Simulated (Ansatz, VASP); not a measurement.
**Gd in VASP and in Ansatz**

Contents of INCAR:

```
PREC = Accurate
ENCUT = 520
EDIFF = 1E-6
ISMEAR = 0
SIGMA = 0.05
LREAL = False
LASPH = True
NELM = 150
ALGO = Normal
ISIF = 2
LWAVE = False
LCHARG = False
ISPIN = 2
MAGMOM = 8.28
LORBIT = 11
LMAXMIX = 6
LDAU = True
LDAUTYPE = 2
LDAUL = 3
LDAUU = 6
LDAUJ = 0
LDAUPRINT = 1
GGA = PE
NBANDS = 19
```

File KPOINTS:

```
Automatic mesh
0
Gamma
  8 8 8
```

The input POSCAR:

```
Gd
1.0
    0.0000000000      2.6406107987      2.6406107987
    2.6406107987      0.0000000000      2.6406107987
    2.6406107987      2.6406107987      0.0000000000
Gd
1
Direct
    0.0000000000      0.0000000000      0.0000000000
```

Input for Ansatz:

```yaml
crystal:
  lattice:
    - [0.0, 2.6406107987, 2.6406107987]
    - [2.6406107987, 0.0, 2.6406107987]
    - [2.6406107987, 2.6406107987, 0.0]
  atoms:
    - { symbol: Gd, position: [0.0, 0.0, 0.0], spin: 8.44 }
basis:
  ecutwfc: 420
  ecutrho_ratio: 4
kpoints:
  mp_grid: { grid: [8, 8, 8] }
hamiltonian:
  xc: pbe
  hubbard:
    sites:
      - { species: Gd, l: f, u_eff: 6.0, starting_ns: start.occupation_matrices }
    ns_hold: { iters: 6 }
scf:
  occupations: { method: gaussian, width: 0.05 }
  lower_state_search: "off"
output:
  forces: true
  stress: true
  eigenvalues: true
  populations: true
  hubbard: { sites: [{ species: Gd, l: f }] }
magnetization:
  spin_polarized: true
```

Alike in both runs: task single point; functional PBE; k mesh 8 × 8 × 8; occupations gaussian, width 0.05 eV; collinear spin; Hubbard terms Gd f U = 6.0 eV.

|  | VASP | Ansatz |
| --- | --- | --- |
| version | VASP 6.6.1 | Ansatz 0.2.0 |
| potentials or method | VASP PAW PBE potentials, release 64 (Gd), cutoff 520 eV | scalar-relativistic, plane waves, PAW |
| valence electrons in the cell | 18 | 18 |

Ansatz gave:

| Item | Value |
| --- | --- |
| gap on the k mesh at the Fermi level (eV) | none |
| pressure (GPa) | -2.6 |
| net moment per atom (μB) | 7.85 |
| size of the moment on the site where the two differ most (μB) | 7.53 |

What did VASP give for the same quantities?

gap on the k mesh at the Fermi level (eV): none; pressure (GPa): -2.4; net moment per atom (μB): 7.84; size of the moment on the site where the two differ most (μB): 7.11.

Site moments also hang on the region over which each program counts them. The programs project onto different local orbitals, so the same U acts differently, and such runs can settle in different states. A gap of «none» marks a metal or a gap that the smearing closes. Ansatz's warnings: filled band counts differ across k points.

Neither program's run includes spin-orbit coupling.
